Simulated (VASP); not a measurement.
Set up this calculation in VASP 6.6.1, as the native input.

| Property | Result |
| --- | --- |
| Task | single point |
| Functional | PBE |
| Potentials or basis | VASP PAW PBE potentials, release 64 (Si, C) |
| Cutoff | 520 eV |
| k mesh | 12 × 12 × 6 |
| Occupations | gaussian, width 0.02 eV |
| Spin | no spin polarisation |
| Dipole correction | no |
| Further INCAR settings | ALGO = Normal; EDIFF = 1e-06; NBANDS = 16 |

The structure of SiC lies in POSCAR:

```
SiC
1.0
    3.0300977849      0.0000000000      0.0000000000
   -1.5150488924      2.6241416577      0.0000000000
    0.0000000000      0.0000000000      5.0945494990
Si C
2 2
Direct
    0.3333333333      0.6666666667      0.5009577159
    0.6666666667      0.3333333333      1.0009577159
    0.3333333333      0.6666666667      0.8740422841
    0.6666666667      0.3333333333      0.3740422841
```

This cell differs from its parent crystal: biaxial strain in the a-b plane: -2.0 %, then relaxed in part.

The input as run:

INCAR

```
SYSTEM = SiC
PREC = Accurate
ENCUT = 520
EDIFF = 1E-6
ISMEAR = 0
SIGMA = 0.02
LREAL = .FALSE.
LASPH = .TRUE.
NELM = 100
ALGO = Normal
ISIF = 2
LWAVE = .FALSE.
LCHARG = .TRUE.
GGA = PE
LELF = .TRUE.
LVHAR = .TRUE.
NBANDS = 16
```

KPOINTS

```
regular mesh
0
G
  12 12 6
  0 0 0
```

Potentials or basis: VASP PAW PBE potentials, release 64 (Si, C).

The run is started by

```sh
$ cat potpaw_PBE.64/Si/POTCAR potpaw_PBE.64/C/POTCAR > POTCAR
$ mpirun -np 1 vasp_std > vasp.out
```

It gave:

| Property | Result |
| --- | --- |
| Pressure | 8.4 GPa |
| Band gap on the k mesh | 2.04 eV, indirect (least direct gap 4.20 eV) |

Caveat: the cell differs from its parent crystal (biaxial strain in the a-b plane: -2.0 %, then relaxed in part).

Wall time 38 s on 1 thread of Intel(R) Xeon(R) Platinum 8259CL CPU @ 2.50GHz (Skylake/Cascade Lake) (shared host), peak memory 0.18 GiB.
